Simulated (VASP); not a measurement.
# Ta8AlN8 (a cell with a defect) in VASP: notebook

Ta8AlN8 (a cell with a defect) is run at these levels: PBE; tasks: single point.

Program: VASP 6.6.1. These are calculated values, not measurements. Logs are shortened: lines on timing, memory, paths and dates and some standing lists are left out, and cuts for length are marked.

## 1. The cell of the first run

The cell holds a defect, 17 atoms: a = 6.245 Å, b = 6.245 Å, c = 6.245 Å, α = 60.00°, β = 60.00°, γ = 60.00°.

## 2. Single point, PBE

Contents of INCAR:

```
SYSTEM = Ta8AlN8
PREC = Accurate
ENCUT = 520
EDIFF = 1E-6
ISMEAR = 1
SIGMA = 0.1
LREAL = .False.
LASPH = .True.
NELM = 120
ALGO = Normal
ISIF = 2
LWAVE = .False.
LCHARG = .False.
GGA = PE
NBANDS = 80
GGA_COMPAT = .False.
```

Contents of KPOINTS:

```
regular mesh
0
Gamma
  4 4 4
  0 0 0
```

Contents of POSCAR:

```
Ta8AlN8
1.0
    0.0000000000      4.4157308800      4.4157308800
    4.4157308800      0.0000000000      4.4157308800
    4.4157308800      4.4157308800      0.0000000000
Ta N Al
8 8 1
Direct
    0.1975524604      0.1986854552      0.2077414872
    0.2439970934      0.2777289951      0.7650102762
    0.2346995386      0.7575919119      0.2773724290
    0.2699999235      0.7725112994      0.7153606245
    0.7870986920      0.2537545948      0.2197690544
    0.7190452920      0.2481062659      0.8001197528
    0.7183526547      0.7903538723      0.2628212705
    0.7803182743      0.7221824850      0.7444549021
    0.0222426372     -0.0145315695     -0.0092810230
   -0.0397791452      0.0065400272      0.5497565558
   -0.0158639650      0.5583295420      0.0002717557
   -0.0028789119      0.4798980186      0.4865841145
    0.5170259606     -0.0318324427     -0.0128353610
    0.5256502407      0.0046825770      0.5477453372
    0.4910110147      0.5471679696     -0.0010248587
    0.5345187613      0.4930264228      0.4945190410
    0.3655085747      0.3123551995      0.3359920567
```

Potentials or basis: VASP PAW PBE potentials, release 64 (Ta_pv, N, Al).

On the command line:

```console
cat potpaw_PBE.64/Ta_pv/POTCAR potpaw_PBE.64/N/POTCAR potpaw_PBE.64/Al/POTCAR > POTCAR
mpirun -np 1 vasp_std > vasp.out
```

OUTCAR:

```text
SYSTEM = Ta8AlN8
   PREC = Accurate
   ENCUT = 520
   EDIFF = 1E-6
   ISMEAR = 1
   LREAL = .False.
   LASPH = .True.
   NELM = 120
   ISIF = 2
   GGA = PE

 ion  position               nearest neighbor table
   1  0.198  0.199  0.208-  10 2.06  13 2.08  11 2.08  17 2.10   5 2.38   2 2.44   3 2.47  12 2.52
                             6 3.02   4 3.02   7 3.02   4 3.42   6 3.45   7 3.45
   2  0.244  0.278  0.765-  14 2.18  13 2.23  16 2.25  11 2.28   9 2.29  17 2.31  12 2.35   1 2.44
                             8 2.84   5 2.85   6 2.99   3 3.02   4 3.03   3 3.23   4 3.24   6 3.27
   3  0.235  0.758  0.277-  15 2.17  13 2.21   9 2.22  16 2.30  12 2.30  10 2.30  17 2.35   1 2.47
                             8 2.88   4 2.90   5 2.96   2 3.02   7 3.08   7 3.17   2 3.23   5 3.31
   4  0.270  0.773  0.715-  10 2.15   9 2.17  14 2.21  16 2.22  11 2.23  15 2.24   7 2.81   3 2.90
                             1 3.02   2 3.03   6 3.07   8 3.13   8 3.14  17 3.15   6 3.24   2 3.24
   5  0.787  0.254  0.220-   9 2.20  17 2.23  11 2.25  16 2.27  10 2.28  14 2.30  15 2.30   1 2.38
                             2 2.85   6 2.88   8 2.95   3 2.96   7 3.00   7 3.29   8 3.30   3 3.31
   6  0.719  0.248  0.800-  13 2.17  10 2.17  16 2.20   9 2.21  15 2.22  12 2.29   7 2.87   5 2.88
                             2 2.99   8 3.00   1 3.02  17 3.05   4 3.07   4 3.24   2 3.27   8 3.29
   7  0.718  0.790  0.263-  13 2.15  16 2.15  11 2.19   9 2.23  14 2.24  12 2.26   4 2.81   6 2.87
                             5 3.00  17 3.00   8 3.02   1 3.02   3 3.08   3 3.17   8 3.28   5 3.29
   8  0.780  0.722  0.744-  14 2.03  11 2.08  15 2.09  10 2.09  13 2.16  12 2.22   2 2.84   3 2.88
                             5 2.95   6 3.00   7 3.02   4 3.13   4 3.14   7 3.28   6 3.29   5 3.30
   9  0.022  0.985  0.991-   4 2.17   5 2.20   6 2.21   3 2.22   7 2.23   2 2.29
  10  0.960  0.007  0.550-   1 2.06   8 2.09   4 2.15   6 2.17   5 2.28   3 2.30
  11  0.984  0.558  0.000-   8 2.08   1 2.08   7 2.19   4 2.23   5 2.25   2 2.28
  12  0.997  0.480  0.487-  17 1.92   8 2.22   7 2.26   6 2.29   3 2.30   2 2.35   1 2.52
  13  0.517  0.968  0.987-   1 2.08   7 2.15   8 2.16   6 2.17   3 2.21   2 2.23
  14  0.526  0.005  0.548-  17 1.82   8 2.03   2 2.18   4 2.21   7 2.24   5 2.30
  15  0.491  0.547  0.999-  17 1.90   8 2.09   3 2.17   6 2.22   4 2.24   5 2.30
  16  0.535  0.493  0.495-   7 2.15   6 2.20   4 2.22   2 2.25   5 2.27   3 2.30
  17  0.366  0.312  0.336-  14 1.82  15 1.90  12 1.92   1 2.10   5 2.23   2 2.31   3 2.35   7 3.00
                             6 3.05   4 3.15

  LATTYP: Found a face centered cubic cell.
 ALAT       =     8.8314617600

  Lattice vectors:

 A1 = (   0.0000000000,   4.4157308800,   4.4157308800)
 A2 = (   4.4157308800,   0.0000000000,   4.4157308800)
 A3 = (   4.4157308800,   4.4157308800,   0.0000000000)

Analysis of symmetry for initial positions (statically):
=====================================================================
 Subroutine PRICEL returns:
 Original cell was already a primitive cell.

 Routine SETGRP: Setting up the symmetry group for a
 face centered cubic supercell.

 Subroutine GETGRP returns: Found  1 space group operations
 (whereof  1 operations were pure point group operations)
 out of a pool of 48 trial point group operations.
[... 165 lines left out ...]
     AMIX_MAG =   1.60;   BMIX_MAG =  1.00
  volume/ion in A,a.u.               =      10.13        68.36
  Fermi-wavevector in a.u.,A,eV,Ry     =   1.494466  2.824131 30.387636  2.233428
  Thomas-Fermi vector in A             =   2.606735
   LORBIT       =      0    0 simple, 1 ext, 2 COOP (PROOUT), +10 PAW based schemes
   GGA     = PE    functional components
   LHFCALC =     F    Hartree Fock is set to
   AEXX    =    0.0000 exact exchange contribution
   IVDW    =     0    specifies the selected vdW correction
   LEPSILON=     F    determine dielectric tensor
   LRPA    =     F    only Hartree local field effects (RPA)
 non-spin polarized calculation
 Methfessel and Paxton  Order N= 1 SIGMA  =   0.10
  energy-cutoff  :      520.00
  volume of cell :      172.20
 maximum number of plane-waves:      4656
 NGX is ok and might be reduce to    48
   NGX = 23   NGY = 23   NGZ = 23

 number of electron     131.0000001 magnetization

 Free energy of the ion-electron system (eV)
  ---------------------------------------------------
  ext. energy  EPLUGINS =         0.00000000
  ---------------------------------------------------
  free energy    TOTEN  =      -167.21763155 eV

  energy without entropy =     -167.21590353  energy(sigma->0) =     -167.21705554

 E-fermi :   9.6814     XC(G=0): -13.5631

 val. band max:        9.6805781088   @ k =   0.2500  -0.2500  -0.2500
 cond. band min:       9.7108247504   @ k =  -0.2500   0.5000   0.2500
 fundamental gap:      0.0302466416
 Fermi energy:         9.6813664157

 k-point     1 :       0.0000    0.0000    0.0000
  band No.  band energies     occupation
      1     -26.7126      2.00000
      2     -26.4722      2.00000
      3     -26.4267      2.00000
      4     -26.4132      2.00000
      5     -26.3548      2.00000
      6     -26.2382      2.00000
[... 1909 lines left out ...]
     76      12.3013      0.00000
     77      12.4467      0.00000

 [... further k-points ...]

 [bands above 77 left out]

------------------------ aborting loop because EDIFF is reached ----------------------------------------

  FORCE on cell =-STRESS in cart. coord.  units (eV):
  Direction    XX          YY          ZZ          XY          YZ          ZX
  --------------------------------------------------------------------------------------
  -------------------------------------------------------------------------------------
  Total       44.7339809     44.9438348     43.0910098      9.4477869     14.1948072      9.3556925
  in kB      416.2079231    418.1604179    400.9216112     87.9028352    132.0694273     87.0459830
  external PRESSURE =     411.7633174 kB  Pullay stress =       0.0000000 kB

 VOLUME and BASIS-vectors are now :
 -----------------------------------------------------------------------------
  energy-cutoff  :      520.00
  volume of cell :      172.20
      direct lattice vectors                 reciprocal lattice vectors
     0.000000000  4.415730880  4.415730880    -0.113231538  0.113231538  0.113231538
     4.415730880  0.000000000  4.415730880     0.113231538 -0.113231538  0.113231538
     4.415730880  4.415730880  0.000000000     0.113231538  0.113231538 -0.113231538

 POSITION                                       TOTAL-FORCE (eV/Angst)
 -----------------------------------------------------------------------------------
      1.79467      1.78967      1.74968         0.251176      0.138919      0.170481
      4.60446      4.45551      2.30380        -0.088047      0.026204     -0.177561
      4.57012      2.26117      4.38169         0.172072      0.020839     -0.000737
      6.57004      4.35109      4.60345        -0.038369     -0.028155      0.062634
      2.09095      4.44606      4.59613        -0.040864     -0.014001      0.011926
      4.62868      6.70822      4.27068         0.006809     -0.019443     -0.000697
[... 9 lines left out ...]
      4.36073      4.54395      4.53736        -0.035094     -0.005350     -0.075002
      2.86293      3.09764      2.99326        -0.009152      0.041751      0.266070
 -----------------------------------------------------------------------------------
    total drift:                                0.000342     -0.000258     -0.000370

  FREE ENERGIE OF THE ION-ELECTRON SYSTEM (eV)
  ---------------------------------------------------
  free  energy   TOTEN  =      -167.2176315511 eV

  energy  without entropy=     -167.2159035321  energy(sigma->0) =     -167.21705554
```

OSZICAR:

```text
N       E                     dE             d eps       ncg     rms          rms(c)
DAV:   1     0.139521369480E+04    0.13952E+04   -0.70605E+04  5760   0.174E+03
DAV:   2    -0.629931794757E+02   -0.14582E+04   -0.14064E+04  6352   0.525E+02
DAV:   3    -0.187262824618E+03   -0.12427E+03   -0.12149E+03  6960   0.140E+02
DAV:   4    -0.190982629698E+03   -0.37198E+01   -0.36650E+01  6936   0.234E+01
DAV:   5    -0.191081937858E+03   -0.99308E-01   -0.98959E-01  7088   0.330E+00    0.736E+01
DAV:   6    -0.168519884818E+03    0.22562E+02   -0.15055E+02  7248   0.467E+01    0.350E+01
DAV:   7    -0.167741032932E+03    0.77885E+00   -0.19364E+01  6936   0.178E+01    0.201E+01
DAV:   8    -0.167403447548E+03    0.33759E+00   -0.52399E+00  6984   0.122E+01    0.708E+00
DAV:   9    -0.167229819941E+03    0.17363E+00   -0.81325E-01  6928   0.486E+00    0.112E+00
DAV:  10    -0.167218202318E+03    0.11618E-01   -0.13380E-01  7040   0.157E+00    0.504E-01
DAV:  11    -0.167217863357E+03    0.33896E-03   -0.16323E-02  7104   0.629E-01    0.288E-01
DAV:  12    -0.167217603586E+03    0.25977E-03   -0.29402E-03  7056   0.312E-01    0.132E-01
DAV:  13    -0.167217639580E+03   -0.35994E-04   -0.75368E-04  7152   0.140E-01    0.592E-02
DAV:  14    -0.167217635676E+03    0.39045E-05   -0.13111E-04  7096   0.647E-02    0.328E-02
DAV:  15    -0.167217633588E+03    0.20875E-05   -0.47761E-05  7200   0.327E-02    0.150E-02
DAV:  16    -0.167217631972E+03    0.16165E-05   -0.14183E-05  6240   0.183E-02    0.558E-03
DAV:  17    -0.167217631551E+03    0.42078E-06   -0.18397E-06  4016   0.745E-03
   1 F= -.16721763E+03 E0= -.16721706E+03  d E =-.172802E-02
```

It took 27 min on 1 thread of AMD EPYC 7R13, shared host; peak memory 0.52 GiB.

Results:

* Free energy: -167.2176 eV
* Pressure: 41.2 GPa
* Largest force: 0.334 eV/Å
* Band gap on the k mesh: zero (an odd number of electrons rules out a gap without spin polarisation)

Forces on the atoms (eV/Å):
```
Ta   0.251  0.139  0.170
Ta  -0.088  0.026 -0.178
Ta   0.172  0.021 -0.001
Ta  -0.038 -0.028  0.063
Ta  -0.041 -0.014  0.012
Ta   0.007 -0.019 -0.001
Ta  -0.017 -0.064 -0.013
Ta  -0.065  0.007 -0.144
N   -0.042  0.018 -0.009
N   -0.056  0.042 -0.112
N    0.033 -0.035  0.075
N   -0.120  0.014  0.034
N    0.034 -0.118 -0.008
N   -0.077 -0.040  0.049
N    0.092  0.016 -0.129
N   -0.035 -0.005 -0.075
Al  -0.009  0.042  0.266
```

Stress tensor (GPa, compression positive):
```
41.62  8.79  8.70
 8.79 41.82 13.21
 8.70 13.21 40.09
```

Caveat: spin-orbit coupling is left out, which moves the levels of the heavy elements.

## 3. Single point, PBE

Contents of INCAR:

```
PREC = Accurate
ENCUT = 520
EDIFF = 1E-6
ISMEAR = 1
SIGMA = 0.1
LREAL = F
LASPH = T
NELM = 120
ALGO = Normal
ISIF = 2
LWAVE = F
LCHARG = F
GGA = PE
NBANDS = 80
GGA_COMPAT = F
```

Contents of KPOINTS:

```
regular mesh
0
Gamma
  4 4 4
```

Contents of POSCAR:

```
Ta8AlN8
1.0
    0.0000000000      4.4157308800      4.4157308800
    4.4157308800      0.0000000000      4.4157308800
    4.4157308800      4.4157308800      0.0000000000
Ta N Al
8 8 1
Direct
    0.2249026327      0.1360423713      0.1653629988
    0.2555283668      0.3535843878      0.7180581394
    0.2649347371      0.6993063173      0.2457505970
    0.2595063040      0.7670211551      0.7379897210
    0.7384241904      0.2635807144      0.2447659356
    0.7184406356      0.2450213859      0.8085516525
    0.7292630795      0.7964782265      0.2763097510
    0.8037053427      0.7508672041      0.7317469266
    0.0116546958      0.0001770941     -0.0013850482
   -0.0429771436      0.0569759586      0.5319519155
   -0.0159460578      0.5312913227      0.0206324847
   -0.0392234048      0.5009277196      0.5178060127
    0.5689546234     -0.0761240911      0.0010570164
    0.5114816916      0.0084014404      0.5696634529
    0.5343593312      0.5477414874     -0.0491504138
    0.5426998531      0.5123035261      0.4868714961
    0.2794300725      0.2523919664      0.3996516201
```

Potentials or basis: VASP PAW PBE potentials, release 64 (Ta_pv, N, Al).

On the command line:

```console
cat potpaw_PBE.64/Ta_pv/POTCAR potpaw_PBE.64/N/POTCAR potpaw_PBE.64/Al/POTCAR > POTCAR
mpirun -np 1 vasp_std > vasp.out
```

Wall time 20 min (1 thread of AMD EPYC 7R13, shared host); peak memory 0.52 GiB.

It converged, with:

| Item | Value |
| --- | --- |
| Free energy | -166.1850 eV |
| Pressure | 52.7 GPa |
| Largest force | 0.093 eV/Å |
| Band gap on the k mesh | zero (an odd number of electrons rules out a gap without spin polarisation) |

Forces in eV/Å, atoms in the order of the input:
```
Ta   0.075  0.053  0.008
Ta  -0.035 -0.033  0.013
Ta  -0.035 -0.005 -0.062
Ta   0.002 -0.001 -0.003
Ta   0.007 -0.055 -0.018
Ta   0.004  0.002 -0.046
Ta   0.043 -0.017  0.010
Ta  -0.043  0.007  0.041
N    0.004  0.033  0.027
N    0.043  0.023  0.037
N    0.044  0.021  0.003
N   -0.029  0.017 -0.021
N   -0.038  0.022  0.015
N    0.003 -0.031 -0.020
N    0.003  0.002 -0.004
N   -0.024  0.002  0.032
Al  -0.021 -0.040 -0.012
```

Stress tensor (GPa, compression positive):
```
61.15  7.78  5.48
 7.78 50.47  4.30
 5.48  4.30 46.51
```

Levels at points of the mesh, in eV from the Fermi level:
```csv
k point,band 62,band 63,band 64,band 65,band 66,band 67,band 68,band 69,band 70,band 71
"(0.00, 0.00, 0.00)",-1.25,-1.00,-0.15,0.03,0.46,0.57,1.08,1.44,1.77,1.94
"(0.50, 0.00, 0.00)",-1.52,-1.31,-1.05,-0.56,-0.24,0.10,0.41,1.04,1.53,1.79
"(0.00, 0.50, 0.00)",-1.27,-1.09,-1.04,-0.91,-0.48,0.22,0.80,0.94,1.34,1.88
"(0.00, 0.00, 0.50)",-1.71,-1.32,-0.90,-0.45,-0.14,0.50,0.69,1.03,1.41,1.68
"(0.50, 0.50, 0.50)",-1.35,-1.23,-0.92,-0.86,-0.30,-0.22,0.49,0.80,1.42,2.21
"(0.50, 0.50, 0.00)",-1.04,-0.90,-0.61,-0.26,0.03,0.44,0.88,1.02,1.21,1.50
"(0.00, 0.50, 0.50)",-1.25,-0.96,-0.52,-0.25,-0.02,0.23,0.68,1.03,1.17,1.42
"(0.50, 0.00, 0.50)",-0.98,-0.70,-0.20,-0.05,0.12,0.63,0.79,0.98,1.06,1.48
```

Caveat: spin-orbit coupling is left out, which moves the levels of the heavy elements.
